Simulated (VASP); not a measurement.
# Y2Si3O (P-6m2) in VASP: notebook

Y2Si3O is run at these levels: PBE; tasks: relaxation of cell and atoms, single point.

Everything below comes from runs of VASP 6.6.1. Logs are shortened: lines on timing, memory, paths and dates and some standing lists are left out, and cuts for length are marked.

### Step 1. The cell of the first run

Symmetry: P-6m2, No. 187, hexagonal system. Conventional cell: a = 4.112 Å, b = 4.112 Å, c = 8.957 Å, α = 90.00°, β = 90.00°, γ = 120.00°. Within 4.6 Å of Y (site symmetry 3m) lie 9 Si at 3.25 to 3.27 Å and 3 O at 3.27 Å and 8 Y at 4.11 to 4.51 Å. Within 3.1 Å of Si (site symmetry -6m2) lie 3 Si at 2.37 Å. Within 3.1 Å of Si (site symmetry -6m2) lie 3 O at 2.37 Å. Si (site symmetry -6m2) has 3 Si at 2.37 Å within 3.1 Å. Within 3.1 Å of O (site symmetry -6m2) lie 3 Si at 2.37 Å.

The cell was built from a structure type or drawn by symmetry, and may not be a known phase.

### Step 2. Relaxation of cell and atoms, PBE

The input, INCAR:

```
PREC = Accurate
ENCUT = 600
EDIFF = 1E-7
ISMEAR = 0
SIGMA = 0.1
LREAL = False
LASPH = True
NELM = 80
ALGO = Normal
ISIF = 3
LWAVE = False
LCHARG = False
GGA = PE
IBRION = 2
NSW = 90
EDIFFG = -0.04
```

The input, KPOINTS:

```
Automatic mesh
0
Gamma
  6 6 2
```

The input, POSCAR:

```
Y2Si3O
1.0
    4.1116889300      0.0000000000      0.0000000000
   -2.0558444600      3.5608270600      0.0000000000
    0.0000000000      0.0000000000      8.9571032800
Y Si O
2 3 1
Direct
    0.3333333300      0.6666666700      0.2516720000
    0.3333333300      0.6666666700      0.7483280000
    0.6666666700      0.3333333300      0.5000000000
    0.0000000000      0.0000000000      0.0000000000
    0.0000000000      0.0000000000      0.5000000000
    0.6666666700      0.3333333300      0.0000000000
```

Potentials or basis: VASP PAW PBE potentials, release 64 (Y_sv, Si, O).

Started as:

```bash
$ cat potpaw_PBE.64/Y_sv/POTCAR potpaw_PBE.64/Si/POTCAR potpaw_PBE.64/O/POTCAR > POTCAR
$ mpirun -np 1 vasp_std > vasp.out
```

OUTCAR:

```text
PREC = Accurate
   ENCUT = 600
   EDIFF = 1E-7
   ISMEAR = 0
   LREAL = False
   LASPH = True
   NELM = 80
   ISIF = 3
   GGA = PE
   IBRION = 2
   NSW = 90
   EDIFFG = -0.04

 ion  position               nearest neighbor table
   1  0.333  0.667  0.252-   3 3.25   5 3.25   3 3.25   5 3.25   5 3.25   3 3.25   4 3.27   4 3.27
                             4 3.27
   2  0.333  0.667  0.748-   3 3.25   5 3.25   3 3.25   5 3.25   5 3.25   3 3.25   4 3.27   4 3.27
                             4 3.27
   3  0.667  0.333  0.500-   5 2.37   5 2.37   5 2.37   2 3.25   1 3.25   2 3.25   1 3.25   1 3.25
                             2 3.25
   4  0.000  0.000  0.000-   6 2.37   6 2.37   6 2.37   1 3.27   2 3.27   1 3.27   2 3.27   1 3.27
                             2 3.27
   5  0.000  0.000  0.500-   3 2.37   3 2.37   3 2.37   1 3.25   2 3.25   1 3.25   2 3.25   1 3.25
                             2 3.25
   6  0.667  0.333  0.000-   4 2.37   4 2.37   4 2.37

  LATTYP: Found a hexagonal cell.
 ALAT       =     4.1116889300
 C/A-ratio  =     2.1784486698

  Lattice vectors:

 A1 = (   4.1116889300,   0.0000000000,   0.0000000000)
 A2 = (  -2.0558444600,   3.5608270600,   0.0000000000)
 A3 = (   0.0000000000,   0.0000000000,   8.9571032800)

Analysis of symmetry for initial positions (statically):
=====================================================================
 Subroutine PRICEL returns:
 Original cell was already a primitive cell.

 Routine SETGRP: Setting up the symmetry group for a
 hexagonal supercell.

 Subroutine GETGRP returns: Found 12 space group operations
 (whereof 12 operations were pure point group operations)
 out of a pool of 24 trial point group operations.

The static configuration has the point symmetry D_3h.

Analysis of symmetry for dynamics (positions and initial velocities):
=====================================================================
 Subroutine PRICEL returns:
 Original cell was already a primitive cell.

 Routine SETGRP: Setting up the symmetry group for a
 hexagonal supercell.

 Subroutine GETGRP returns: Found 12 space group operations
 (whereof 12 operations were pure point group operations)
 out of a pool of 24 trial point group operations.

The dynamic configuration has the point symmetry D_3h.

 Subroutine INISYM returns: Found 12 space group operations
 (whereof 12 operations are pure point group operations),
 and found     1 'primitive' translations

----------------------------------------------------------------------------------------

                                     Primitive cell

  volume of cell :     131.1411

  direct lattice vectors                    reciprocal lattice vectors
     4.111688930  0.000000000  0.000000000     0.243209060  0.140416816  0.000000000
[... 86 lines left out ...]
   NSW    =     90    number of steps for IOM
   IBRION =      2    ionic relax: 0-MD 1-quasi-New 2-CG
   NFREE  =      1    steps in history (QN), initial steepest desc. (CG)
   ISIF   =      3    stress and relaxation
   ISYM   =      2    0-nonsym 1-usesym 2-fastsym
   POTIM  = 0.5000    time-step for ionic-motion
   TEBEG  =    0.0;   TEEND  =   0.0 temperature during run
   PSTRESS=    0.0 pullay stress
   NELECT =      40.0000    total number of electrons
   NUPDOWN=      -1.0000    fix difference up-down
   EMIN   =  10.00;   EMAX   =-10.00  energy-range for DOS
   EFERMI =   0.00;   METHOD = LEGACY
   ISMEAR =     0;   SIGMA  =   0.10  broadening in eV -4-tet -1-fermi 0-gaus
   EFERMI_NEDOS =   21; number of points for ismear=-14 and -15
   IALGO  =     38    algorithm
   IMIX   =      4    mixing-type and parameters
     AMIX     =   0.40;   BMIX     =  1.00
     AMIX_MAG =   1.60;   BMIX_MAG =  1.00
  volume/ion in A,a.u.               =      21.86       147.50
  Fermi-wavevector in a.u.,A,eV,Ry     =   1.102001  2.082480 16.522995  1.214406
  Thomas-Fermi vector in A             =   2.238437
   LORBIT       =      0    0 simple, 1 ext, 2 COOP (PROOUT), +10 PAW based schemes
   GGA     = PE    functional components
   LHFCALC =     F    Hartree Fock is set to
   AEXX    =    0.0000 exact exchange contribution
   IVDW    =     0    specifies the selected vdW correction
   LEPSILON=     F    determine dielectric tensor
   LRPA    =     F    only Hartree local field effects (RPA)
 conjugate gradient relaxation of ions
 non-spin polarized calculation
 Gauss-broadening in eV      SIGMA  =   0.10
  energy-cutoff  :      600.00
  volume of cell :      131.14
 maximum number of plane-waves:      4397
 NGX is ok and might be reduce to    36
   NGX = 17   NGY = 17   NGZ = 35

--------------------------------------- Ionic step        1  -------------------------------------------

 number of electron      39.9999997 magnetization

 Free energy of the ion-electron system (eV)
  ---------------------------------------------------
  ext. energy  EPLUGINS =         0.00000000
  ---------------------------------------------------
  free energy    TOTEN  =       -36.78224845 eV

  energy without entropy =      -36.73946512  energy(sigma->0) =      -36.76085679

 E-fermi :   5.0140     XC(G=0):  -9.7131

 val. band max:        5.0111522223   @ k =   0.1667   0.1667   0.5000
 cond. band min:       5.0156101218   @ k =   0.1667   0.1667   0.5000
 fundamental gap:      0.0044578994
 Fermi energy:         5.0139901516

 k-point     1 :       0.0000    0.0000    0.0000
  band No.  band energies     occupation
      1     -38.5653      2.00000
      2     -38.5641      2.00000
      3     -18.5763      2.00000
      4     -18.5276      2.00000
      5     -18.4424      2.00000
      6     -18.4424      2.00000
[... 480 lines left out ...]
  FREE ENERGIE OF THE ION-ELECTRON SYSTEM (eV)
  ---------------------------------------------------
  free  energy   TOTEN  =       -37.8445789029 eV

  energy  without entropy=      -37.8201076915  energy(sigma->0) =      -37.83234330

[... ionic steps 4 to 7 ...]

--------------------------------------- Ionic step        8  -------------------------------------------

 number of electron      40.0000002 magnetization

------------------------ aborting loop because EDIFF is reached ----------------------------------------
[... 75 lines left out ...]
--------------------------------------- Ionic step       10  -------------------------------------------

 number of electron      40.0000001 magnetization

 Free energy of the ion-electron system (eV)
  ---------------------------------------------------
  ext. energy  EPLUGINS =         0.00000000
  ---------------------------------------------------
  free energy    TOTEN  =       -37.95908042 eV

  energy without entropy =      -37.94057352  energy(sigma->0) =      -37.94982697

 E-fermi :   6.5607     XC(G=0): -10.5941

 val. band max:        6.5277565215   @ k =   0.3333   0.1667   0.5000
 cond. band min:       6.6961185471   @ k =   0.5000   0.0000   0.0000
 fundamental gap:      0.1683620256
 Fermi energy:         6.5606825019

 k-point     1 :       0.0000    0.0000    0.0000
  band No.  band energies     occupation
      1     -36.1496      2.00000
      2     -36.1395      2.00000
      3     -16.3986      2.00000
      4     -16.1495      2.00000
      5     -16.1059      2.00000
      6     -16.1059      2.00000
[... 400 lines left out ...]
  FREE ENERGIE OF THE ION-ELECTRON SYSTEM (eV)
  ---------------------------------------------------
  free  energy   TOTEN  =       -37.9590804151 eV

  energy  without entropy=      -37.9405735189  energy(sigma->0) =      -37.94982697

 reached required accuracy - stopping structural energy minimisation
```

CONTCAR:

```text
Y2Si3O
   1.00000000000000
     3.9860891835465457   -0.0000000002108505   -0.0000000000000000
    -1.9930445871086095    3.4520544895727250    0.0000000000000000
    -0.0000000000000000   -0.0000000000000000    7.7602757209559945
  Y               Si              O
     2     3     1
Direct
     0.3333333300000021    0.6666666699999979    0.2438846257135016
     0.3333333300000021    0.6666666699999979    0.7561153742864983
     0.6666666699999979    0.3333333300000021    0.5000000000000000
     0.0000000000000000    1.0000000000000000    0.0000000000000000
     1.0000000000000000    1.0000000000000000    0.5000000000000000
     0.6666666699999979    0.3333333300000021    0.0000000000000000

  0.00000000E+00  0.00000000E+00  0.00000000E+00
  0.00000000E+00  0.00000000E+00  0.00000000E+00
  0.00000000E+00  0.00000000E+00  0.00000000E+00
  0.00000000E+00  0.00000000E+00  0.00000000E+00
  0.00000000E+00  0.00000000E+00  0.00000000E+00
  0.00000000E+00  0.00000000E+00  0.00000000E+00
```

Wall time 22 min (1 thread of Intel Xeon 8259CL, shared host); peak memory 0.36 GiB.

Results:

| Item | Value |
| --- | --- |
| Free energy | -37.9591 eV |
| Relaxed volume | 17.80 Å³/atom |
| Relaxed cell | a = 3.986 Å, b = 3.986 Å, c = 7.760 Å, α = 90.00°, β = 90.00°, γ = 120.00° |
| Space group after relaxing (to 0.1 Å) | P-6m2 (No. 187) |
| Energy gained by relaxing | 196.1 meV/atom |
| Ionic steps | 10 |
| Pressure after relaxing | -0.2 GPa |
| Largest force after relaxing | 0.022 eV/Å |
| Band gap on the k mesh | zero (bands 20 and 21 overlap by 0.47 eV) |

Forces on the atoms (eV/Å):
```
Y    0.000  0.000  0.022
Y    0.000  0.000 -0.022
Si   0.000  0.000  0.000
Si   0.000  0.000  0.000
Si   0.000  0.000  0.000
O    0.000  0.000  0.000
```

Stress tensor (GPa, compression positive):
```
-0.29  0.00  0.00
 0.00 -0.29  0.00
 0.00  0.00 -0.16
```

The path:
```tsv
step	energy change (eV)	largest force (eV/Å)	pressure (GPa)	volume (Å³)
1	0.0000	0.2441	-11.78	131.14
2	-1.0034	0.0457	4.83	102.93
3	-1.0623	0.1164	0.29	107.40
4	-1.1175	0.0526	0.17	107.11
5	-1.1460	0.3146	0.45	106.62
6	-1.1569	0.2559	-0.51	107.52
7	-1.1595	0.2131	-1.19	108.17
8	-1.1659	0.1738	-1.01	107.87
9	-1.1766	0.0150	-0.40	106.97
10	-1.1768	0.0220	-0.25	106.78
```

Final structure:
```
CELL_PARAMETERS angstrom
3.98609 0.00000 0.00000
-1.99304 3.45205 0.00000
0.00000 0.00000 7.76028
ATOMIC_POSITIONS crystal
Y 0.33333 0.66667 0.24388
Y 0.33333 0.66667 0.75612
Si 0.66667 0.33333 0.50000
Si 0.00000 0.00000 0.00000
Si 0.00000 0.00000 0.50000
O 0.66667 0.33333 0.00000
```

Levels at points of the mesh, in eV from the Fermi level:
| k point | band 16 | band 17 | band 18 | band 19 | band 20 | band 21 | band 22 | band 23 | band 24 |
| --- | --- | --- | --- | --- | --- | --- | --- | --- | --- |
| (0.00, 0.00, 0.00) | -3.05 | -3.05 | -1.14 | -0.88 | -0.88 | -0.27 | 0.39 | 0.88 | 0.88 |
| (0.50, 0.00, 0.00) | -3.43 | -3.19 | -2.77 | -1.57 | 0.14 | 0.30 | 1.84 | 1.86 | 2.22 |
| (0.00, 0.00, 0.50) | -3.09 | -3.09 | -1.14 | -0.39 | -0.39 | -0.19 | -0.19 | -0.17 | 1.07 |
| (0.50, 0.00, 0.50) | -3.27 | -3.00 | -2.30 | -2.22 | -1.00 | 0.64 | 1.36 | 2.82 | 3.08 |

Caveat: the volume moved by over 15 % at a fixed basis, so the end points are rough.

### Step 3. Single point, PBE

This run uses another cell than the first one, of 17.81 Å³/atom.

The input, INCAR:

```
SYSTEM = Y2Si3O
  PREC = Accurate
  ENCUT = 520
  EDIFF = 1E-7
  ISMEAR = 0
  SIGMA = 0.1
  LREAL = .False.
  LASPH = .True.
  NELM = 100
  ALGO = Normal
  ISIF = 2
  LWAVE = .False.
  LCHARG = .False.
  GGA = PE
  NBANDS = 29
```

The input, KPOINTS:

```
Automatic mesh
0
Gamma
  12 12 6
  0 0 0
```

The input, POSCAR:

```
Y2Si3O
1.0
    3.9629432200      0.0000000000      0.0000000000
   -1.9814716100      3.4320095023      0.0000000000
    0.0000000000      0.0000000000      7.8573517817
Y Si O
2 3 1
Direct
    0.3333333333      0.6666666667      0.2471183081
    0.3333333333      0.6666666667      0.7528816919
    0.6666666667      0.3333333333      0.5000000000
    0.0000000000      0.0000000000      0.0000000000
    0.0000000000      0.0000000000      0.5000000000
    0.6666666667      0.3333333333      0.0000000000
```

Potentials or basis: VASP PAW PBE potentials, release 64 (Y_sv, Si, O).

Started as:

```bash
$ cat potpaw_PBE.64/Y_sv/POTCAR potpaw_PBE.64/Si/POTCAR potpaw_PBE.64/O/POTCAR > POTCAR
$ mpirun -np 1 vasp_std > vasp.out
```

It took 10 min on 1 thread of Intel Xeon 8259CL, shared host; peak memory 0.39 GiB.

It converged, with:

- Free energy: -38.0071 eV
- Pressure: -0.1 GPa
- Band gap on the k mesh: zero (bands 20 and 21 overlap by 0.44 eV)

Levels at points of the mesh, in eV from the Fermi level:
```csv
k point,band 18,band 19,band 20,band 21,band 22,band 23
"(0.00, 0.00, 0.00)",-1.16,-0.77,-0.77,-0.09,0.44,0.92
"(0.50, 0.00, 0.00)",-2.81,-1.54,0.08,0.35,1.84,2.01
"(0.00, 0.00, 0.50)",-1.09,-0.34,-0.34,-0.04,-0.03,-0.03
"(0.50, 0.00, 0.50)",-2.25,-2.23,-0.98,0.70,1.45,2.88
```

[end of part 1 of 2]
